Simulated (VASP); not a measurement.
MgO (Periclase):

```xyz
2
Lattice="0.0000 2.1022 2.1022 2.1022 0.0000 2.1022 2.1022 2.1022 0.0000" Properties=species:S:1:pos:R:3 pbc="T T T"
Mg    0.0000    0.0000    0.0000
O     2.1022    2.1022    2.1022
```

Base run:

- Program: VASP 6.6.1
- Functional: HSE06
- Potentials or basis: VASP PAW PBE potentials, release 64 (Mg, O)
- Cutoff: 520 eV
- k mesh: 8 × 8 × 8
- Occupations: gaussian, width 0.01 eV
- Spin: no spin polarisation

Its results: band gap on the k mesh 6.50 eV, direct; pressure -0.6 GPa.

Problem. The run is repeated on the same cell with these changes: functional from HSE06 to r2SCAN; k mesh from 8 × 8 × 8 to 10 × 10 × 10. What comes out?

Solution. Band gap on the k mesh 5.66 eV, direct; pressure -1.1 GPa.

Several settings changed at once, so the effect can't be laid on one alone.

Caveats: the PAW data sets were made with another functional, which shifts forces and pressure a little.

